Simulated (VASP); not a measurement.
# LiH (Fm-3m) in VASP: a series of runs

Aim: see how the results for LiH move with the level of theory and the settings. Levels: r2SCAN+D3(BJ), r2SCAN, PBE. Tasks: single point.

Program: VASP 6.6.1. These are calculated values, not measurements. Logs are shortened: lines on timing, memory, paths and dates and some standing lists are left out, and cuts for length are marked.

## 1. The cell of the first run

Symmetry: Fm-3m, No. 225, cubic system. The conventional cell has a = 4.233 Å, b = 4.233 Å, c = 4.233 Å, α = 90.00°, β = 90.00°, γ = 90.00°. Li (site symmetry m-3m) has 6 H at 2.12 Å within 2.8 Å. Within 2.8 Å of H (site symmetry m-3m) lie 6 Li at 2.12 Å.

## 2. Single point, r2SCAN+D3(BJ), collinear spin, ferromagnetic start

The input, POSCAR:

```
LiH
1.0
    0.0000000000      2.1165389827      2.1165389827
    2.1165389827      0.0000000000      2.1165389827
    2.1165389827      2.1165389827      0.0000000000
Li H
1 1
Direct
    0.0000000000      0.0000000000      0.0000000000
    0.5000000000      0.5000000000      0.5000000000
```

The input, INCAR.step1:

```
PREC     = Accurate       # precision mode
ENCUT    = 520            # plane-wave cutoff, eV
ISMEAR   = 0              # smearing method
SIGMA    = 0.1            # smearing width, eV
LREAL    = False          # projectors in reciprocal space
LASPH    = True           # aspherical terms in the spheres
NELM     = 150            # most SCF steps
ISPIN    = 2              # spin polarisation
MAGMOM   = 0 1            # initial moments
NBANDS   = 13             # bands
GGA      = PE             # functional
ALGO     = Normal         # electronic algorithm
EDIFF    = 1E-4           # SCF threshold, eV
LWAVE    = True           # write WAVECAR
LCHARG   = False          # write CHGCAR
```

The input, INCAR.step2:

```
PREC     = Accurate       # precision mode
ENCUT    = 520            # plane-wave cutoff, eV
EDIFF    = 1E-7           # SCF threshold, eV
ISMEAR   = 0              # smearing method
SIGMA    = 0.1            # smearing width, eV
LREAL    = False          # projectors in reciprocal space
LASPH    = True           # aspherical terms in the spheres
NELM     = 150            # most SCF steps
ALGO     = Normal         # electronic algorithm
ISIF     = 2              # what is computed and relaxed
LWAVE    = False          # write WAVECAR
LCHARG   = True           # write CHGCAR
ISPIN    = 2              # spin polarisation
MAGMOM   = 0 1            # initial moments
LORBIT   = 11             # projections on sites
METAGGA  = R2SCAN         # meta-GGA
LMIXTAU  = True         
IVDW     = 12             # dispersion correction
VDW_S6   = 1.0          
VDW_S8   = 0.78981345   
VDW_A1   = 0.49484001   
VDW_A2   = 5.73083694   
LELF     = True           # ELF
LVHAR    = True         
NBANDS   = 13             # bands
ISTART   = 1
```

The input, KPOINTS:

```
regular mesh
0
Gamma
  4 4 4
```

Potentials or basis: VASP PAW PBE potentials, release 64 (Li_sv, H).

Run with:

```bash
cat potpaw_PBE.64/Li_sv/POTCAR potpaw_PBE.64/H/POTCAR > POTCAR
cp INCAR.step1 INCAR
mpirun -np 1 vasp_std > vasp.out
cp INCAR.step2 INCAR
mpirun -np 1 vasp_std > vasp.out
```

OUTCAR:

```text
PREC = Accurate
   ENCUT = 520
   EDIFF = 1E-7
   ISMEAR = 0
   LREAL = False
   LASPH = True
   NELM = 150
   ISIF = 2
   ISPIN = 2
   LORBIT = 11
   METAGGA = R2SCAN
   IVDW = 12
   ISTART = 1
 IVDW          = 12

 ion  position               nearest neighbor table
   1  0.000  0.000  0.000-
   2  0.500  0.500  0.500-

  LATTYP: Found a face centered cubic cell.
 ALAT       =     4.2330779654

  Lattice vectors:

 A1 = (   0.0000000000,   2.1165389827,   2.1165389827)
 A2 = (   2.1165389827,   0.0000000000,   2.1165389827)
 A3 = (   2.1165389827,   2.1165389827,   0.0000000000)

Analysis of symmetry for initial positions (statically):
=====================================================================
 Subroutine PRICEL returns:
 Original cell was already a primitive cell.

 Routine SETGRP: Setting up the symmetry group for a
 face centered cubic supercell.

 Subroutine GETGRP returns: Found 48 space group operations
 (whereof 48 operations were pure point group operations)
 out of a pool of 48 trial point group operations.

The static configuration has the point symmetry O_h .

Analysis of symmetry for dynamics (positions and initial velocities):
=====================================================================
 Subroutine PRICEL returns:
 Original cell was already a primitive cell.

 Routine SETGRP: Setting up the symmetry group for a
 face centered cubic supercell.

 Subroutine GETGRP returns: Found 48 space group operations
 (whereof 48 operations were pure point group operations)
 out of a pool of 48 trial point group operations.

The dynamic configuration has the point symmetry O_h .

Analysis of structural, dynamic, and magnetic symmetry:
=====================================================================
 Subroutine PRICEL returns:
 Original cell was already a primitive cell.

 Routine SETGRP: Setting up the symmetry group for a
 face centered cubic supercell.

 Subroutine GETGRP returns: Found 48 space group operations
 (whereof 48 operations were pure point group operations)
 out of a pool of 48 trial point group operations.

The overall configuration has the point symmetry O_h .

 Subroutine INISYM returns: Found 48 space group operations
 (whereof 48 operations are pure point group operations),
 and found     1 'primitive' translations

----------------------------------------------------------------------------------------

                                     Primitive cell

  volume of cell :      18.9631

  direct lattice vectors                    reciprocal lattice vectors
     0.000000000  2.116538983  2.116538983    -0.236234723  0.236234723  0.236234723
     2.116538983  0.000000000  2.116538983     0.236234723 -0.236234723  0.236234723
     2.116538983  2.116538983  0.000000000     0.236234723  0.236234723 -0.236234723

  length of vectors
     2.993238135  2.993238135  2.993238135     0.409170543  0.409170543  0.409170543

  position of ions in fractional coordinates (direct lattice)
     0.000000000  0.000000000  0.000000000
     0.500000000  0.500000000  0.500000000

  ion indices of the primitive-cell ions
   primitive index   ion index
                 1           1
                 2           2

----------------------------------------------------------------------------------------

 KPOINTS: regular mesh

Automatic generation of k-mesh.
 Grid dimensions read from file:
 generate k-points for:    4    4    4

 Generating k-lattice:

  Cartesian coordinates                     Fractional coordinates (reciprocal lattice)
    -0.059058681  0.059058681  0.059058681     0.250000000  0.000000000  0.000000000
     0.059058681 -0.059058681  0.059058681     0.000000000  0.250000000  0.000000000
     0.059058681  0.059058681 -0.059058681     0.000000000  0.000000000  0.250000000

  Length of vectors
     0.102292636  0.102292636  0.102292636

  Shift w.r.t. Gamma in fractional coordinates (k-lattice)
     0.000000000  0.000000000  0.000000000

 Subroutine IBZKPT returns following result:
[... 24 lines left out ...]
   ISTART =      1    job   : 0-new  1-cont  2-samecut
   ICHARG =      0    charge: 1-file 2-atom 10-const
   ISPIN  =      2    spin polarized calculation?
   LNONCOLLINEAR =      F non collinear calculations
   LSORBIT =      F    spin-orbit coupling
   LASPH  =      T    aspherical Exc in radial PAW
   ENCUT  =  520.0 eV  38.22 Ry    6.18 a.u.   5.57  5.57  5.57*2*pi/ulx,y,z
   NELM   =    150;   NELMIN=  2; NELMDL=  0     # of ELM steps
   EDIFF  = 0.1E-06   stopping-criterion for ELM
   LREAL  =      F    real-space projection
   EDIFFG = 0.1E-05   stopping-criterion for IOM
   NSW    =      0    number of steps for IOM
   IBRION =     -1    ionic relax: 0-MD 1-quasi-New 2-CG
   NFREE  =      0    steps in history (QN), initial steepest desc. (CG)
   ISIF   =      2    stress and relaxation
   ISYM   =      2    0-nonsym 1-usesym 2-fastsym
   POTIM  = 0.5000    time-step for ionic-motion
[... 16 lines left out ...]
   METAGGA = R2SCAN    functional components
   LHFCALC =     F    Hartree Fock is set to
   AEXX    =    0.0000 exact exchange contribution
   IVDW    =    12    specifies the selected vdW correction
   LEPSILON=     F    determine dielectric tensor
   LRPA    =     F    only Hartree local field effects (RPA)
 spin polarized calculation
 Gauss-broadening in eV      SIGMA  =   0.10
  energy-cutoff  :      520.00
  volume of cell :       18.96
 maximum number of plane-waves:       531
 NGX is ok and might be reduce to    24
   NGX = 11   NGY = 11   NGZ = 11

 number of electron       3.9999996 magnetization       0.0000000

 number of electron       3.9999996 magnetization      -0.0000000

 Free energy of the ion-electron system (eV)
  ---------------------------------------------------
  ext. energy  EPLUGINS =         0.00000000
  ---------------------------------------------------
  free energy    TOTEN  =        -6.76002142 eV

  energy without entropy =       -6.76002142  energy(sigma->0) =       -6.76002142

 E-fermi :  -0.1793     XC(G=0):  -8.2667

 val. band max:       -0.8680764262   @ k =   0.5000   0.5000   0.0000
 cond. band min:       2.7836963024   @ k =   0.5000   0.5000   0.0000
 fundamental gap:      3.6517727286
 Fermi energy:        -0.1792750273

 spin component 1

 k-point     1 :       0.0000    0.0000    0.0000
  band No.  band energies     occupation
      1     -46.8027      1.00000
      2      -5.7219      1.00000
      3      14.6446      0.00000
      4      16.7928      0.00000
      5      16.7928      0.00000
      6      16.7936      0.00000
      7      20.9980      0.00000
      8      20.9980      0.00000
      9      20.9982      0.00000
     10      22.7553      0.00000
     11      26.6967      0.00000
     12      26.6967      0.00000
     13      26.6973      0.00000
[... 97 lines left out ...]
 k-point     8 :      -0.2500    0.5000    0.2500
  band No.  band energies     occupation
      1     -46.7718      1.00000
      2      -1.0391      1.00000
      3       4.9142      0.00000
      4       4.9145      0.00000
      5      10.7195      0.00000
      6      16.6552      0.00000
      7      22.5754      0.00000
      8      22.5755      0.00000
      9      25.7923      0.00000
     10      33.2366      0.00000
     11      34.8100      0.00000
     12      34.8102      0.00000
     13      39.4106      0.00000
 Fermi energy:        -0.1792750273

 spin component 2

 k-point     1 :       0.0000    0.0000    0.0000
  band No.  band energies     occupation
      1     -46.8027      1.00000
      2      -5.7219      1.00000
      3      14.6446      0.00000
      4      16.7928      0.00000
      5      16.7928      0.00000
      6      16.7936      0.00000
      7      20.9980      0.00000
      8      20.9980      0.00000
      9      20.9982      0.00000
     10      22.7553      0.00000
     11      26.6967      0.00000
     12      26.6967      0.00000
     13      26.6973      0.00000
[... 98 lines left out ...]
  band No.  band energies     occupation
      1     -46.7718      1.00000
      2      -1.0391      1.00000
      3       4.9142      0.00000
      4       4.9145      0.00000
      5      10.7195      0.00000
      6      16.6552      0.00000
      7      22.5754      0.00000
      8      22.5755      0.00000
      9      25.7923      0.00000
     10      33.2366      0.00000
     11      34.8100      0.00000
     12      34.8102      0.00000
     13      39.4106      0.00000

------------------------ aborting loop because EDIFF is reached ----------------------------------------

 Edisp (eV)   -0.13331

 E8    (eV) :    -0.0374

  FORCE on cell =-STRESS in cart. coord.  units (eV):
  Direction    XX          YY          ZZ          XY          YZ          ZX
  --------------------------------------------------------------------------------------
  -------------------------------------------------------------------------------------
  Total      -0.69840    -0.69840    -0.69840     0.00000     0.00000    -0.00000
  in kB     -59.00742   -59.00742   -59.00742     0.00000     0.00000    -0.00000
  external pressure =      -59.01 kB  Pullay stress =        0.00 kB

 VOLUME and BASIS-vectors are now :
 -----------------------------------------------------------------------------
  energy-cutoff  :      520.00
  volume of cell :       18.96
      direct lattice vectors                 reciprocal lattice vectors
     0.000000000  2.116538983  2.116538983    -0.236234723  0.236234723  0.236234723
     2.116538983  0.000000000  2.116538983     0.236234723 -0.236234723  0.236234723
     2.116538983  2.116538983  0.000000000     0.236234723  0.236234723 -0.236234723

 POSITION                                       TOTAL-FORCE (eV/Angst)
 -----------------------------------------------------------------------------------
      0.00000      0.00000      0.00000        -0.000000      0.000000      0.000000
      2.11654      2.11654      2.11654         0.000000     -0.000000      0.000000
 -----------------------------------------------------------------------------------
    total drift:                                0.000000     -0.000000     -0.000000

  FREE ENERGIE OF THE ION-ELECTRON SYSTEM (eV)
  ---------------------------------------------------
  free  energy   TOTEN  =        -6.8933295575 eV

  energy  without entropy=       -6.8933295575  energy(sigma->0) =       -6.89332956

 total charge

# of ion       s       p       d       tot
------------------------------------------
    1        2.010   0.014   0.000   2.025
    2        0.535   0.001   0.000   0.536
--------------------------------------------------
tot          2.545   0.015   0.000   2.561

 magnetization (x)

# of ion       s       p       d       tot
------------------------------------------
    1        0.000   0.000   0.000   0.000
    2       -0.000  -0.000   0.000  -0.000
--------------------------------------------------
tot         -0.000   0.000   0.000  -0.000
```

Wall time 22 s (1 thread of AMD EPYC 9R45 (Zen 5), shared host); peak memory 0.12 GiB.

What came out:

* Free energy: -6.8933 eV
* Band gap on the k mesh: 3.65 eV, direct
* Net moment: 0.00 μB per cell
* Valence electrons inside the program's atomic spheres: Li 2.02; H 0.54
* Dispersion energy per atom: -0.067 eV

Caveat: the k points lie up to 0.64 Å⁻¹ apart; the cutoff is under 1.25 times the usual one of these potentials, so pressure, stress and relaxed cells hold a basis-set (Pulay) error; three body term missing; the PAW data sets were made with another functional, which shifts forces and pressure a little. r2SCAN opens gaps a little over a GGA but as a rule still falls short of measured ones.

## 3. Single point, r2SCAN

This run uses another cell than the first one, of 8.10 Å³/atom, 0.855 times its volume.

The input, POSCAR:

```
LiH
1.0
    0.0000000000      2.0086193919      2.0086193919
    2.0086193919      0.0000000000      2.0086193919
    2.0086193919      2.0086193919      0.0000000000
Li H
1 1
Direct
    0.0000000000      0.0000000000      0.0000000000
    0.5000000000      0.5000000000      0.5000000000
```

The input, INCAR.step1:

```
PREC = Accurate
ENCUT = 520
ISMEAR = -1
SIGMA = 0.2585199978643553
LREAL = False
LASPH = True
NELM = 80
NBANDS = 9
GGA = PE
ALGO = Normal
EDIFF = 1E-4
LWAVE = True
LCHARG = False
```

The input, INCAR.step2:

```
PREC = Accurate
ENCUT = 520
EDIFF = 1E-6
ISMEAR = -1
SIGMA = 0.2585199978643553
LREAL = False
LASPH = True
NELM = 80
ALGO = Normal
ISIF = 2
LWAVE = False
LCHARG = True
METAGGA = R2SCAN
LMIXTAU = True
LELF = True
LVHAR = True
NBANDS = 9
ISTART = 1
```

The input, KPOINTS:

```
regular mesh
0
Gamma
  10 10 10
```

Potentials or basis: VASP PAW PBE potentials, release 64 (Li_sv, H).

Run with:

```bash
cat potpaw_PBE.64/Li_sv/POTCAR potpaw_PBE.64/H/POTCAR > POTCAR
cp INCAR.step1 INCAR
mpirun -np 1 vasp_std > vasp.out
cp INCAR.step2 INCAR
mpirun -np 1 vasp_std > vasp.out
```

Run time: 25 s. Hardware: 1 thread of AMD EPYC 9R45 (Zen 5), shared host; peak memory 0.11 GiB.

Results (log left out):

* Free energy: -6.8174 eV
* Band gap on the k mesh: 3.59 eV, direct

Levels at points of the mesh, in eV from the valence-band top:
| k point | band 1 | band 2 | band 3 | band 4 | band 5 |
| --- | --- | --- | --- | --- | --- |
| (0.00, 0.00, 0.00) | -45.74 | -5.42 | 17.55 | 19.33 | 19.33 |
| (0.50, 0.00, 0.00) | -45.69 | -2.62 | 5.65 | 14.88 | 18.09 |
| (0.50, 0.50, 0.00) | -45.68 | 0.00 | 3.59 | 11.71 | 11.71 |

Caveat: the cutoff is under 1.25 times the usual one of these potentials, so pressure, stress and relaxed cells hold a basis-set (Pulay) error; the PAW data sets were made with another functional, which shifts forces and pressure a little. r2SCAN opens gaps a little over a GGA but as a rule still falls short of measured ones.

## 4. Single point, r2SCAN

This run uses another cell than the first one, of 8.10 Å³/atom, 0.855 times its volume.

POSCAR is that of step 3.

The input, INCAR.step1:

```
ALGO = Normal ; EDIFF = 1E-4
ENCUT = 520 ; GGA = PE
ISMEAR = 0 ; LASPH = T
LCHARG = F ; LREAL = F
LWAVE = T ; NBANDS = 9
NELM = 100 ; PREC = Accurate
SIGMA = 0.1
```

The input, INCAR.step2:

```
ALGO = Normal ; EDIFF = 1E-6
ENCUT = 520 ; ISIF = 2
ISMEAR = 0 ; ISTART = 1
LASPH = T ; LCHARG = T
LELF = T ; LMIXTAU = T
LREAL = F ; LVHAR = T
LWAVE = F ; METAGGA = R2SCAN
NBANDS = 9 ; NELM = 100
PREC = Accurate ; SIGMA = 0.1
```

The input, KPOINTS:

```
k-points
0
Gamma
  10 10 10
```

Run with:

```bash
cat potpaw_PBE.64/Li_sv/POTCAR potpaw_PBE.64/H/POTCAR > POTCAR
cp INCAR.step1 INCAR
mpirun -np 1 vasp_std > vasp.out
cp INCAR.step2 INCAR
mpirun -np 1 vasp_std > vasp.out
```

It took 25 s on 1 thread of AMD EPYC 9R45 (Zen 5), shared host; peak memory 0.1 GiB.

It converged, with:

```yaml
Free_energy: -6.8173 eV
Band_gap_on_the_k_mesh: 3.59 eV, direct
```

Levels at points of the mesh, in eV from the valence-band top:
```tsv
k point	band 1	band 2	band 3	band 4	band 5
(0.00, 0.00, 0.00)	-45.74	-5.42	17.55	19.33	19.33
(0.50, 0.00, 0.00)	-45.69	-2.62	5.65	14.88	18.09
(0.50, 0.50, 0.00)	-45.68	0.00	3.59	11.71	11.71
```

Caveat: the cutoff is under 1.25 times the usual one of these potentials, so pressure, stress and relaxed cells hold a basis-set (Pulay) error; the PAW data sets were made with another functional, which shifts forces and pressure a little. A k mesh can miss the band edges.

## 5. Single point, PBE

This run uses another cell than the first one, of 9.00 Å³/atom, 0.949 times its volume.

The input, INCAR:

```
ALGO     = Normal         # electronic algorithm
EDIFF    = 1E-7           # SCF threshold, eV
ENCUT    = 520            # plane-wave cutoff, eV
GGA      = PE             # functional
ISIF     = 2              # what is computed and relaxed
ISMEAR   = -1             # smearing method
ISYM     = 0            
LASPH    = T              # aspherical terms in the spheres
LCHARG   = T              # write CHGCAR
LELF     = T              # ELF
LREAL    = F              # projectors in reciprocal space
LVHAR    = T            
LWAVE    = F              # write WAVECAR
NBANDS   = 9              # bands
NELM     = 100            # most SCF steps
PREC     = Accurate       # precision mode
SIGMA    = 0.27211386245988 # smearing width, eV
```

The input, KPOINTS:

```
k-points
0
Gamma
  6 6 6
```

The input, POSCAR:

```
LiH
1.0
    0.0000000000      2.0797221190      2.0797221190
    2.0797221190      0.0000000000      2.0797221190
    2.0797221190      2.0797221190      0.0000000000
Li H
1 1
Direct
    0.0000000000      0.0000000000      0.0000000000
    0.5000000000      0.5000000000      0.5000000000
```

Run with:

```bash
cat potpaw_PBE.64/Li_sv/POTCAR potpaw_PBE.64/H/POTCAR > POTCAR
mpirun -np 1 vasp_std > vasp.out
```

Wall time 10 s (1 thread of AMD EPYC 9R45 (Zen 5), shared host); peak memory 0.11 GiB.

Results (log left out):

* Free energy: -6.1048 eV
* Band gap on the k mesh: 3.05 eV, direct

Levels at points of the mesh, in eV from the valence-band top:
```csv
k point,band 1,band 2,band 3,band 4,band 5,band 6
"(0.00, 0.00, 0.00)",-44.42,-5.02,14.71,16.79,16.79,16.79
"(0.50, 0.00, 0.00)",-44.39,-2.33,4.66,12.74,15.52,15.52
"(0.00, 0.50, 0.00)",-44.39,-2.33,4.66,12.74,15.52,15.52
"(0.00, 0.00, 0.50)",-44.39,-2.33,4.66,12.74,15.52,15.52
"(0.50, 0.50, 0.50)",-44.39,-2.33,4.66,12.74,15.52,15.52
"(0.50, 0.50, 0.00)",-44.38,0.00,3.05,10.28,10.28,13.31
"(0.00, 0.50, 0.50)",-44.38,0.00,3.05,10.28,10.28,13.31
"(0.50, 0.00, 0.50)",-44.38,0.00,3.05,10.28,10.28,13.31
```

Caveat: the k points lie up to 0.44 Å⁻¹ apart; the cutoff is under 1.25 times the usual one of these potentials, so pressure, stress and relaxed cells hold a basis-set (Pulay) error. A k mesh can miss the band edges.

## 6. The runs side by side

```csv
level,spin,cell,k mesh,smearing,gap on the mesh (eV)
r2SCAN+D3(BJ),"collinear, ferromagnetic start","a = 2.993 Å, angles 60.0°, 2 atoms",4 × 4 × 4,gaussian 0.1 eV,3.65
r2SCAN,off,"a = 2.841 Å, angles 60.0°, 2 atoms",10 × 10 × 10,fermi-dirac 0.25852 eV,3.59
r2SCAN,off,"a = 2.841 Å, angles 60.0°, 2 atoms",10 × 10 × 10,gaussian 0.1 eV,3.59
PBE,off,"a = 2.941 Å, angles 60.0°, 2 atoms",6 × 6 × 6,fermi-dirac 0.272114 eV,3.05
```

Alike in all rows: task single point; potentials or basis VASP PAW PBE potentials, release 64 (Li_sv, H); cutoff (eV) 520.

Caveats: some runs use coarse meshes; the cutoff is under 1.25 times the usual one of these potentials, so pressure, stress and relaxed cells hold a basis-set (Pulay) error; the PAW data sets were made with another functional, which shifts forces and pressure a little (some runs); three body term missing (some runs).

Absolute energies hang on the potentials; compare differences alone.
